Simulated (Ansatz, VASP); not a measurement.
# HfNbSe4 in VASP and in Ansatz

```
Hf Nb Se
1.0
     6.05282    0.00000    0.00000
    -3.02641    5.24190    0.00000
     0.00000    0.00000    4.90490
Hf Nb Se
1 1 4
Direct
  0.33333 0.66667 0.00000
  0.66667 0.33333 0.00000
  0.00000 0.00000 0.00000
  0.33164 0.16582 0.50000
  0.83418 0.16582 0.50000
  0.83418 0.66836 0.50000
```

Change from the starting cell: species swapped into the HoCo4Cu type (P-6m2, No. 187).

Alike in both runs: task relaxation of cell and atoms; functional PBE; k mesh 3 × 3 × 4; occupations gaussian, width 0.1 eV; no spin polarisation.

|  | VASP | Ansatz |
| --- | --- | --- |
| version | VASP 6.6.1 | Ansatz 0.2.0 |
| potentials or method | VASP PAW PBE potentials, release 64 (Hf_pv, Nb_sv, Se), cutoff 600 eV | scalar-relativistic, plane waves, PAW |
| valence electrons in the cell | 47 | 103 |

Ansatz gave:

- gap on the k mesh at the Fermi level, each at its own relaxed structure (eV): none
- relaxed volume (Å³/atom): 21.26
- relaxed cell length with the largest relative difference (Å): 5.604

Problem. What did VASP give for the same quantities?

Solution. gap on the k mesh at the Fermi level, each at its own relaxed structure (eV): none; relaxed volume (Å³/atom): 21.15; relaxed cell length with the largest relative difference (Å): 5.586.

A gap of «none» marks a metal or a gap that the smearing closes. VASP's potentials hold 47 valence electrons a cell and Ansatz's 103, so a difference there can come from the potentials and not from the codes.

The k mesh is coarse, so the values compare programs but aren't converged. Spin-orbit coupling is off throughout. Noted on VASP's run: the volume moved by over 15 % at a fixed basis, so the end points are rough.
